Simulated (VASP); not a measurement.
A run of VASP 6.6.1 is set up as follows.

INCAR

```
PREC     = Accurate       # precision mode
ENCUT    = 520            # plane-wave cutoff, eV
EDIFF    = 1E-6           # SCF threshold, eV
ISMEAR   = 0              # smearing method
SIGMA    = 0.02           # smearing width, eV
LREAL    = False          # projectors in reciprocal space
LASPH    = True           # aspherical terms in the spheres
NELM     = 100            # most SCF steps
ALGO     = Normal         # electronic algorithm
ISIF     = 2              # what is computed and relaxed
LWAVE    = False          # write WAVECAR
LCHARG   = True           # write CHGCAR
GGA      = PE             # functional
LELF     = True           # ELF
LVHAR    = True         
NBANDS   = 15             # bands
```

Contents of KPOINTS:

```
Automatic mesh
0
Gamma
  8 8 8
```

POSCAR

```
CaO
1.0
    2.9342317802      0.0000000000      0.0000000000
    0.0000000000      2.9342317802      0.0000000000
    0.0000000000      0.0000000000      2.9342317802
Ca O
1 1
Direct
    0.0000000000      0.0000000000      0.0000000000
    0.5000000000      0.5000000000      0.5000000000
```

Potentials or basis: VASP PAW PBE potentials, release 64 (Ca_sv, O).

Run with:

```bash
$ cat potpaw_PBE.64/Ca_sv/POTCAR potpaw_PBE.64/O/POTCAR > POTCAR
$ mpirun -np 1 vasp_std > vasp.out
```

Task: Estimate the pressure.

Result: 0.6 GPa.

Task: Estimate the band gap on the k mesh.

Result: 2.77 eV, indirect (least direct gap 3.08 eV).

A k mesh can miss the band edges. A hybrid or GW would open this gap; PBE tends to underestimate it.
